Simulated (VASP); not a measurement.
Input of a VASP 6.6.1 run:

File INCAR:

```
SYSTEM = Si4O7
PREC = Accurate
ENCUT = 520
EDIFF = 1E-6
ISMEAR = -1
SIGMA = 0.2482
LREAL = .False.
LASPH = .True.
NELM = 120
ALGO = Normal
ISIF = 2
LWAVE = .False.
LCHARG = .True.
GGA = PE
LELF = .True.
LVHAR = .True.
ISYM = 0
NBANDS = 75
GGA_COMPAT = .False.
```

File KPOINTS:

```
Automatic mesh
0
Gamma
  1 1 1
  0.25 0.25 0.25
```

Contents of POSCAR:

```
Si4O7
1.0
    7.0842070000      0.0663610000      0.0972760000
    0.0663610000      6.9740900000     -0.0358550000
    0.0972760000     -0.0358550000      7.1323860000
Si O
8 14
Direct
    0.3668457625      0.1227375798      0.1168088025
    0.5176728700      0.1855465396      0.5505384348
    0.4739296739      0.7484604211     -0.0466661415
    0.2331545504      0.3302890988      0.7348841150
    0.9495909406      0.6699992271      0.6320098792
    0.0658086694      0.8451342887      0.2525371854
    0.8494578504      0.0432566513      0.8370841266
    0.7160465263      0.5401354510      0.2670983335
    0.0703113941      0.8299043755      0.4899383755
    0.2942545607      0.1323784897      0.6196493746
    0.6141758299      0.6758068100      0.1131735558
    0.5469473684      0.2867968110      0.2033955043
    0.9418690325      0.5940958907      0.2619043692
    0.0732623143      0.4765939505      0.7315817752
    0.9088827209      0.8082021320      0.8170624265
    0.5370369359     -0.0107297361     -0.0460420285
    0.2749927686      0.2688636818     -0.0504724631
    0.9827671940      1.0246722165      0.1575978867
    0.4036166835      0.4333405277      0.6230720278
    0.2919947492      0.9532570086      0.2837047727
    0.7448918188      0.5929734400      0.4990630017
    0.7475980555      0.1003339477      0.5682425384
```

Potentials or basis: VASP PAW PBE potentials, release 64 (Si, O).

Run with:

```bash
$ cat potpaw_PBE.64/Si/POTCAR potpaw_PBE.64/O/POTCAR > POTCAR
$ mpirun -np 1 vasp_std > vasp.out
```

Problem. What does it give for the largest force?

Solution. 7.425 eV/Å.

Problem. Predict the pressure.

Solution. -8.0 GPa.

Problem. Predict the band gap on the k mesh.

Solution. 1.57 eV.

Stress tensor (GPa, compression positive):
```
-7.57 -4.09 -3.56
-4.09 -9.13  1.31
-3.56  1.31 -7.18
```

Caveat: the k points lie up to 0.90 Å⁻¹ apart.
